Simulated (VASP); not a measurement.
A run of VASP 6.6.1:

Contents of INCAR:

```
ALGO = Normal
EDIFF = 1E-6
ENCUT = 500
GGA = PE
GGA_COMPAT = F
ISIF = 2
ISMEAR = 0
LASPH = T
LCHARG = F
LREAL = F
LWAVE = F
NBANDS = 19
NELM = 120
PREC = Accurate
SIGMA = 0.2
```

File KPOINTS:

```
k-points
0
Gamma
  4 4 4
```

Contents of POSCAR:

```
Si4S
1.0
   -2.8534723127      2.8534723127      2.8534723127
    2.8534723127     -2.8534723127      2.8534723127
    2.8534723127      2.8534723127     -2.8534723127
Si S
4 1
Direct
    0.0000000000      0.0000000000      0.5222726725
    0.5222726725      0.0000000000      0.0000000000
    0.0000000000      0.5222726725      0.0000000000
    0.4777273275      0.4777273275      0.4777273275
    0.0000000000      0.0000000000      0.0000000000
```

Potentials or basis: VASP PAW PBE potentials, release 64 (Si, S).

Command:

```bash
$ cat potpaw_PBE.64/Si/POTCAR potpaw_PBE.64/S/POTCAR > POTCAR
$ mpirun -np 1 vasp_std > vasp.out
```

Hardware: 1 thread of Intel(R) Xeon(R) Platinum 8488C (Sapphire Rapids), with other jobs on the host.

Problem. How long does it take, and how much memory?

Solution. Wall time 11 s on 1 thread of Intel(R) Xeon(R) Platinum 8488C (Sapphire Rapids) (shared host), peak memory 0.19 GiB. Counts: scf iterations 12, k points 8.
